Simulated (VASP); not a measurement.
A run of VASP 6.6.1 is set up as follows.

File INCAR:

```
ALGO = Normal
EDIFF = 1E-7
ENCUT = 520
GGA = PE
ISIF = 2
ISMEAR = -1
LASPH = True
LCHARG = False
LREAL = False
LWAVE = False
NBANDS = 16
NELM = 100
PREC = Accurate
SIGMA = 0.1
```

KPOINTS

```
k-points
0
Gamma
  3 5 6
```

POSCAR

```
SiC
1.0
   -2.3373620000      4.3715080000      2.2388670000
    2.2548910000     -0.0374670000      2.2313290000
    2.2149290000      2.1232890000      0.0024950000
Si C
2 2
Direct
    0.0081444907      0.0240508756     -0.0051493659
    0.4944619478      0.4847986532      1.0064803194
    0.1303439304      0.3891976360      0.2534283055
    0.6359855723      0.8661666787      0.2501245236
```

Potentials or basis: VASP PAW PBE potentials, release 64 (Si, C).

Launch:

```sh
$ cat potpaw_PBE.64/Si/POTCAR potpaw_PBE.64/C/POTCAR > POTCAR
$ mpirun -np 1 vasp_std > vasp.out
```

Q: Predict the pressure.

A: -7.0 GPa.

Q: What does it give for the largest force?

A: 1.793 eV/Å.

Forces on the atoms (eV/Å):
```
Si   0.173 -0.134 -1.106
Si  -0.695  1.210  1.126
C   -0.034 -0.323  0.299
C    0.556 -0.752 -0.320
```

Caveat: the k points lie up to 0.43 Å⁻¹ apart; forces of over 1 eV/Å act on the atoms, so gaps and moduli don't describe the material at rest.
